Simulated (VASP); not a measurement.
Crystal: MoS2.

```
Mo S
1.0
     3.14139    0.00000    0.00000
    -1.57069    2.72052    0.00000
     0.00000    0.00000   13.34019
Mo S
2 4
Direct
  0.66667 0.33333 0.25000
  0.33333 0.66667 0.75000
  0.66667 0.33333 0.63084
  0.33333 0.66667 0.36916
  0.66667 0.33333 0.86916
  0.33333 0.66667 0.13084
```

This cell differs from its parent crystal: strain along c alone, the other axes held: +6.0 %.

- Program: VASP 6.6.1
- Task: relaxation of the atoms
- Functional: PBEsol
- Potentials or basis: VASP PAW PBE potentials, release 64 (Mo_sv, S)
- Cutoff: 520 eV
- k mesh: 12 × 12 × 2
- Occupations: gaussian, width 0.02 eV
- Spin: no spin polarisation

At the start: pressure -3.0 GPa; volume 19.00 Å³/atom.

Problem. Where does the relaxation end?

Solution. Over 3 steps the energy falls by 5.6 meV/atom at a fixed cell; space group P6_3/mmc (No. 194, to 0.1 Å) before and after.

The path:
```
step  energy change (eV)  largest force (eV/Å)  pressure (GPa)
   1              0.0000                0.5536           -3.04
   2             -0.0332                0.0614           -0.58
   3             -0.0336                0.0002           -0.27
```

Final structure:
```
Mo S
1.0
     3.14139    0.00000    0.00000
    -1.57069    2.72052    0.00000
     0.00000    0.00000   13.34019
Mo S
2 4
Direct
  0.66667 0.33333 0.25000
  0.33333 0.66667 0.75000
  0.66667 0.33333 0.63308
  0.33333 0.66667 0.36692
  0.66667 0.33333 0.86692
  0.33333 0.66667 0.13308
```

Caveat: the cell differs from its parent crystal (strain along c alone, the other axes held: +6.0 %); the PAW data sets were made with another functional, which shifts forces and pressure a little; this functional lacks dispersion, which binds layers or chains, so the pressure and a relaxed spacing across them are unreliable.
